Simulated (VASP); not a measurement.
# ReAgF6 (R-3) in VASP: notebook, part 2 of 2

VASP 6.6.1. Earlier steps stand in the parts before.

### Step 3. Single point, r2SCAN+D3(BJ)

This run uses another cell than the first one, of 13.56 Å³/atom.

POSCAR reads:

```
ReAgF6
1.0
    3.5650876400      2.0583083300      2.4635826900
   -3.5650876400      2.0583083300      2.4635826900
    0.0000000000     -4.1166067900      2.4635826900
F Re Ag
6 1 1
Direct
    0.1926000000      0.9201000000      0.2905000000
    0.2905000000      0.1926000000      0.9201000000
    0.9201000000      0.2905000000      0.1926000000
    0.8074000000      0.0799000000      0.7095000000
    0.7095000000      0.8074000000      0.0799000000
    0.0799000000      0.7095000000      0.8074000000
    0.0000000000      0.0000000000      0.0000000000
    0.5000000000      0.5000000000      0.5000000000
```

INCAR.step1 reads:

```
PREC = Accurate
ENCUT = 520
ISMEAR = -1
SIGMA = 0.1
LREAL = False
LASPH = True
NELM = 60
NBANDS = 40
GGA = PE
ALGO = Normal
EDIFF = 1E-4
LWAVE = True
LCHARG = False
```

INCAR.step2 reads:

```
PREC = Accurate
ENCUT = 520
EDIFF = 1E-6
ISMEAR = -1
SIGMA = 0.1
LREAL = False
LASPH = True
NELM = 60
ALGO = Normal
ISIF = 2
LWAVE = False
LCHARG = False
METAGGA = R2SCAN
LMIXTAU = True
IVDW = 12
VDW_S6 = 1.0
VDW_S8 = 0.78981345
VDW_A1 = 0.49484001
VDW_A2 = 5.73083694
NBANDS = 40
ISTART = 1
```

KPOINTS reads:

```
Automatic mesh
0
Gamma
  4 4 4
```

Potentials or basis: VASP PAW PBE potentials, release 64 (F, Re, Ag).

Started as:

```
cat potpaw_PBE.64/F/POTCAR potpaw_PBE.64/Re/POTCAR potpaw_PBE.64/Ag/POTCAR > POTCAR
cp INCAR.step1 INCAR
mpirun -np 1 vasp_std > vasp.out
cp INCAR.step2 INCAR
mpirun -np 1 vasp_std > vasp.out
```

OUTCAR:

```text
PREC = Accurate
   ENCUT = 520
   EDIFF = 1E-6
   ISMEAR = -1
   LREAL = False
   LASPH = True
   NELM = 60
   ISIF = 2
   METAGGA = R2SCAN
   IVDW = 12
   ISTART = 1
 IVDW          = 12

 ion  position               nearest neighbor table
   1  0.193  0.920  0.291-   7 1.69
   2  0.291  0.193  0.920-   7 1.69
   3  0.920  0.291  0.193-   7 1.69
   4  0.807  0.080  0.709-   7 1.69
   5  0.709  0.807  0.080-   7 1.69
   6  0.080  0.709  0.807-   7 1.69
   7  0.000  0.000  0.000-   1 1.69   4 1.69   3 1.69   6 1.69   5 1.69   2 1.69
   8  0.500  0.500  0.500-

  LATTYP: Found a trigonal (rhomboedric) cell.
 ALAT       =     4.7974704515
 COS(alpha) =    -0.1044493391

  Lattice vectors:

 A1 = (   3.5650876400,   2.0583083300,   2.4635826900)
 A2 = (  -3.5650876400,   2.0583083300,   2.4635826900)
 A3 = (   0.0000000000,  -4.1166067900,   2.4635826900)

Analysis of symmetry for initial positions (statically):
=====================================================================
 Subroutine PRICEL returns:
 Original cell was already a primitive cell.

 Routine SETGRP: Setting up the symmetry group for a
 trigonal (rhombohedral) supercell.

 Subroutine GETGRP returns: Found  6 space group operations
 (whereof  6 operations were pure point group operations)
 out of a pool of 12 trial point group operations.

The static configuration has the point symmetry S_6 .

Analysis of symmetry for dynamics (positions and initial velocities):
=====================================================================
 Subroutine PRICEL returns:
 Original cell was already a primitive cell.

 Routine SETGRP: Setting up the symmetry group for a
 trigonal (rhombohedral) supercell.

 Subroutine GETGRP returns: Found  6 space group operations
 (whereof  6 operations were pure point group operations)
 out of a pool of 12 trial point group operations.

The dynamic configuration has the point symmetry S_6 .

 Subroutine INISYM returns: Found  6 space group operations
 (whereof  6 operations are pure point group operations),
 and found     1 'primitive' translations

----------------------------------------------------------------------------------------

                                     Primitive cell

  volume of cell :     108.4672

  direct lattice vectors                    reciprocal lattice vectors
     3.565087640  2.058308330  2.463582690     0.140249007  0.080972773  0.135304193
    -3.565087640  2.058308330  2.463582690    -0.140249007  0.080972773  0.135304193
     0.000000000 -4.116606790  2.463582690     0.000000000 -0.161945546  0.135304517

  length of vectors
     4.797470451  4.797470451  4.797467158     0.211029852  0.211029852  0.211030027

  position of ions in fractional coordinates (direct lattice)
     0.192600000  0.920100000  0.290500000
     0.290500000  0.192600000  0.920100000
     0.920100000  0.290500000  0.192600000
     0.807400000  0.079900000  0.709500000
     0.709500000  0.807400000  0.079900000
     0.079900000  0.709500000  0.807400000
     0.000000000  0.000000000  0.000000000
[... 45 lines left out ...]
  0.500000  0.250000 -0.000000      6.000000
  0.500000  0.000000 -0.250000      6.000000
 -0.250000  0.250000  0.000000      6.000000
  0.500000  0.500000  0.000000      3.000000
  0.250000  0.250000  0.250000      2.000000
  0.500000  0.250000  0.250000      6.000000
 -0.250000  0.250000  0.250000      6.000000
  0.500000  0.500000  0.250000      6.000000
 -0.250000  0.500000  0.250000      6.000000
  0.500000  0.500000  0.500000      1.000000
   k-points           NKPTS =     14   k-points in BZ     NKDIM =     14   number of bands    NBANDS=     40
   number of dos      NEDOS =    301   number of ions     NIONS =      8
   total plane-waves  NPLWV =  46656
   dimension x,y,z NGX =    36 NGY =   36 NGZ =   36
   dimension x,y,z NGXF=    72 NGYF=   72 NGZF=   72
   ions per type =               6   1   1
   NGX,Y,Z   is equivalent  to a cutoff of  12.48, 12.48, 12.48 a.u.
   NGXF,Y,Z  is equivalent  to a cutoff of  24.95, 24.95, 24.95 a.u.
 SYSTEM =  unknown system
   PREC   = accura    normal or accurate (medium, high low for compatibility)
   ISTART =      1    job   : 0-new  1-cont  2-samecut
   ICHARG =      0    charge: 1-file 2-atom 10-const
   ISPIN  =      1    spin polarized calculation?
   LNONCOLLINEAR =      F non collinear calculations
   LSORBIT =      F    spin-orbit coupling
   LASPH  =      T    aspherical Exc in radial PAW
   ENCUT  =  520.0 eV  38.22 Ry    6.18 a.u.   8.92  8.92  8.92*2*pi/ulx,y,z
   NELM   =     60;   NELMIN=  2; NELMDL=  0     # of ELM steps
   EDIFF  = 0.1E-05   stopping-criterion for ELM
   LREAL  =      F    real-space projection
   EDIFFG = 0.1E-04   stopping-criterion for IOM
   NSW    =      0    number of steps for IOM
   IBRION =     -1    ionic relax: 0-MD 1-quasi-New 2-CG
   NFREE  =      0    steps in history (QN), initial steepest desc. (CG)
   ISIF   =      2    stress and relaxation
   ISYM   =      2    0-nonsym 1-usesym 2-fastsym
   POTIM  = 0.5000    time-step for ionic-motion
   TEBEG  =    0.0;   TEEND  =   0.0 temperature during run
   PSTRESS=    0.0 pullay stress
   NELECT =      60.0000    total number of electrons
   NUPDOWN=      -1.0000    fix difference up-down
   EMIN   =  10.00;   EMAX   =-10.00  energy-range for DOS
   EFERMI =   0.00;   METHOD = LEGACY
   ISMEAR =    -1;   SIGMA  =   0.10  broadening in eV -4-tet -1-fermi 0-gaus
   EFERMI_NEDOS =   21; number of points for ismear=-14 and -15
   IALGO  =     38    algorithm
   IMIX   =      4    mixing-type and parameters
     AMIX     =   0.40;   BMIX     =  1.00
     AMIX_MAG =   1.60;   BMIX_MAG =  1.00
  volume/ion in A,a.u.               =      13.56        91.50
  Fermi-wavevector in a.u.,A,eV,Ry     =   1.343876  2.539557 24.572151  1.806002
  Thomas-Fermi vector in A             =   2.471915
   LORBIT       =      0    0 simple, 1 ext, 2 COOP (PROOUT), +10 PAW based schemes
   METAGGA = R2SCAN    functional components
   LHFCALC =     F    Hartree Fock is set to
   AEXX    =    0.0000 exact exchange contribution
   IVDW    =    12    specifies the selected vdW correction
   LEPSILON=     F    determine dielectric tensor
   LRPA    =     F    only Hartree local field effects (RPA)
 non-spin polarized calculation
  energy-cutoff  :      520.00
  volume of cell :      108.47
 maximum number of plane-waves:      2938
   NGX = 17   NGY = 17   NGZ = 17

 number of electron      59.9999967 magnetization

 Free energy of the ion-electron system (eV)
  ---------------------------------------------------
  ext. energy  EPLUGINS =         0.00000000
  ---------------------------------------------------
  free energy    TOTEN  =      -101.41456196 eV

  energy without entropy =     -101.15613680  energy(sigma->0) =     -101.28534938

 E-fermi :   3.7334     XC(G=0): -10.2060

 val. band max:        3.7210647736   @ k =  -0.2500   0.5000   0.2500
 cond. band min:       3.7410581449   @ k =   0.5000   0.0000   0.0000
 fundamental gap:      0.0199933713
 Fermi energy:         3.7333787171

 k-point     1 :       0.0000    0.0000    0.0000
  band No.  band energies     occupation
      1     -25.7677      2.00000
      2     -25.5212      2.00000
      3     -25.5211      2.00000
      4     -24.0212      2.00000
      5     -24.0212      2.00000
      6     -23.9947      2.00000
[... 591 lines left out ...]
     39      12.5497      0.00000
     40      12.5497      0.00000

------------------------ aborting loop because EDIFF is reached ----------------------------------------

 Edisp (eV)   -0.46506

 E8    (eV) :    -0.1319

  FORCE on cell =-STRESS in cart. coord.  units (eV):
  Direction    XX          YY          ZZ          XY          YZ          ZX
  --------------------------------------------------------------------------------------
  -------------------------------------------------------------------------------------
  Total      35.76807    35.76809    37.75588     0.00000     0.00005     0.00000
  in kB     528.33295   528.33332   557.69505     0.00001     0.00074     0.00000
  external pressure =      538.12 kB  Pullay stress =        0.00 kB

 VOLUME and BASIS-vectors are now :
 -----------------------------------------------------------------------------
  energy-cutoff  :      520.00
  volume of cell :      108.47
      direct lattice vectors                 reciprocal lattice vectors
     3.565087640  2.058308330  2.463582690     0.140249007  0.080972773  0.135304193
    -3.565087640  2.058308330  2.463582690    -0.140249007  0.080972773  0.135304193
     0.000000000 -4.116606790  2.463582690     0.000000000 -0.161945546  0.135304517

 POSITION                                       TOTAL-FORCE (eV/Angst)
 -----------------------------------------------------------------------------------
     -2.59360      1.09441      3.45690         6.308160     -6.338712      6.485662
      0.34902     -2.79332      3.45690         2.335411      8.632398      6.485662
      2.24458      1.69893      3.45690        -8.643571     -2.293660      6.485662
      2.59360     -1.09440      3.93385        -6.308160      6.338712     -6.485662
     -0.34902      2.79333      3.93385        -2.335411     -8.632398     -6.485662
     -2.24458     -1.69892      3.93385         8.643571      2.293660     -6.485662
      0.00000      0.00000      0.00000        -0.000000      0.000000     -0.000000
      0.00000      0.00000      3.69537         0.000000      0.000000     -0.000000
 -----------------------------------------------------------------------------------
    total drift:                               -0.000000     -0.000000      0.000000

  FREE ENERGIE OF THE ION-ELECTRON SYSTEM (eV)
  ---------------------------------------------------
  free  energy   TOTEN  =      -101.8796192336 eV

  energy  without entropy=     -101.6211940673  energy(sigma->0) =     -101.75040665
```

It took 10 min on 1 thread of AMD EPYC, shared host; peak memory 0.22 GiB.

Results:

```
Free energy                : -101.8796 eV
Pressure                   : 53.8 GPa
Largest force              : 11.047 eV/Å
Band gap on the k mesh     : zero (filled and empty bands overlap)
Dispersion energy per atom : -0.058 eV
```

Forces in eV/Å, atoms in the order of the input:
```
F    6.308 -6.339  6.486
F    2.335  8.632  6.486
F   -8.644 -2.294  6.486
F   -6.308  6.339 -6.486
F   -2.335 -8.632 -6.486
F    8.644  2.294 -6.486
Re   0.000  0.000  0.000
Ag   0.000  0.000  0.000
```

Stress tensor (GPa, compression positive):
```
52.83  0.00  0.00
 0.00 52.83  0.00
 0.00  0.00 55.77
```

Levels at points of the mesh, in eV from the Fermi level:
| k point | band 28 | band 29 | band 30 | band 31 | band 32 | band 33 |
| --- | --- | --- | --- | --- | --- | --- |
| (0.00, 0.00, 0.00) | -4.11 | -4.11 | -0.22 | 0.16 | 0.16 | 0.39 |
| (0.50, 0.00, 0.00) | -4.08 | -4.06 | 0.01 | 0.20 | 0.27 | 0.74 |
| (0.50, 0.50, 0.00) | -4.15 | -4.13 | -0.43 | 0.13 | 0.35 | 1.41 |
| (0.50, 0.50, 0.50) | -4.06 | -4.06 | -0.06 | 0.17 | 0.17 | 1.37 |

Caveat: three body term missing; the cell stands under pressure; the PAW data sets were made with another functional, which shifts forces and pressure a little; spin-orbit coupling is left out, which moves the levels of the heavy elements.
